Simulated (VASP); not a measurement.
Crystal: Ti.

```xyz
1
Lattice="0.0000 2.0503 2.0300 2.0503 0.0000 2.0300 2.0503 2.0503 0.0000" Properties=species:S:1:pos:R:3 pbc="T T T"
Ti    0.0000    0.0000    0.0000
```

This cell differs from its parent crystal: equal xx and yy strain of +1 %.

Base run:

| Property | Result |
| --- | --- |
| Program | VASP 6.6.1 |
| Functional | LDA |
| Potentials or basis | VASP PAW LDA potentials, release 64 (Ti_sv) |
| Cutoff | 520 eV |
| k mesh | 15 × 15 × 15 |
| Occupations | fermi-dirac, width 0.05 eV |
| Spin | no spin polarisation |

Its results: band gap on the k mesh zero (bands 6 and 7 overlap by 1.12 eV); pressure -7.0 GPa.

Question: The run is repeated on the same cell with these changes: cutoff from 520 eV to 400 eV; further incar settings from ALGO = Normal; EDIFF = 1e-07; NBANDS = 12 to ALGO = Normal; EDIFF = 1e-08; NBANDS = 12. What comes out?

Answer: Band gap on the k mesh zero (bands 6 and 7 overlap by 1.12 eV); pressure -7.7 GPa.

Caveats: the cell stands under tension.
